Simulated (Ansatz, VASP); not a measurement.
## One calculation of GaPtSe3, two programs

```xyz
5
Lattice="4.7232 0.0000 0.0000 0.0000 4.7232 0.0000 0.0000 0.0000 4.7232" Properties=species:S:1:pos:R:3 pbc="T T T"
Ga    0.0000    0.0000    0.0000
Pt    2.3616    2.3616    2.3616
Se    0.0000    2.3616    2.3616
Se    2.3616    0.0000    2.3616
Se    2.3616    2.3616    0.0000
```

Alike in both runs: task relaxation of cell and atoms; functional PBE; k mesh 4 × 4 × 4; occupations gaussian, width 0.1 eV; no spin polarisation.

|  | VASP | Ansatz |
| --- | --- | --- |
| version | VASP 6.6.1 | Ansatz 0.2.0 |
| potentials or method | VASP PAW PBE potentials, release 64 (Ga_d, Pt, Se), cutoff 600 eV | scalar-relativistic, plane waves, PAW |
| valence electrons in the cell | 41 | 79 |

VASP gave:

| Property | Result |
| --- | --- |
| gap on the k mesh at the Fermi level, each at its own relaxed structure (eV) | none |
| relaxed volume (Å³/atom) | 25.49 |
| relaxed cell length with the largest relative difference (Å) | 5.032 |

Q: What did Ansatz give for the same quantities?

A: gap on the k mesh at the Fermi level, each at its own relaxed structure (eV): none; relaxed volume (Å³/atom): 25.44; relaxed cell length with the largest relative difference (Å): 5.029.

A gap of «none» marks a metal or a gap that the smearing closes. VASP's potentials hold 41 valence electrons a cell and Ansatz's 79, so a difference there can come from the potentials and not from the codes.

Spin-orbit coupling is off throughout. Noted on VASP's run: the volume moved by over 15 % at a fixed basis, so the end points are rough.
